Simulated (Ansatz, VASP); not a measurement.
# TlPt: VASP beside Ansatz

```
CELL_PARAMETERS angstrom
5.60500 0.00000 0.00000
-2.80250 4.85407 0.00000
0.00000 0.00000 4.63900
ATOMIC_POSITIONS crystal
Tl 0.00000 0.50000 0.00000
Tl 0.50000 0.50000 0.00000
Tl 0.50000 0.00000 0.00000
Pt 0.66667 0.33333 0.50000
Pt 0.33333 0.66667 0.50000
Pt 0.00000 0.00000 0.00000
```

Alike in both runs: functional PBEsol; k mesh 6 × 6 × 6; occupations fermi-dirac, width 0.05 eV; no spin polarisation.

|  | VASP | Ansatz |
| --- | --- | --- |
| version | VASP 6.6.1 | Ansatz 0.2.0 |
| potentials or method | VASP PAW PBE potentials, release 64 (Tl_d, Pt) | Ansatz PAW |
| plane-wave cutoff (eV) | 520 | 420 |
| valence electrons in the cell | 69 | 93 |
| task | single point | band structure |

|  | VASP | Ansatz | Ansatz less VASP |
| --- | --- | --- | --- |
| gap on the k mesh at the Fermi level (eV) | none | none | - |
| pressure (GPa) | 7.0 | 6.9 | -0.07 |
| traceless stress, the component that is largest in VASP (GPa) | -8.95 | -8.96 | -0.003 |

VASP's potentials were made for PBE, not for PBEsol. A gap of «none» marks a metal or a gap that the smearing closes. VASP's potentials hold 69 valence electrons a cell and Ansatz's 93, so a difference there can come from the potentials and not from the codes.

Spin-orbit coupling is off throughout.
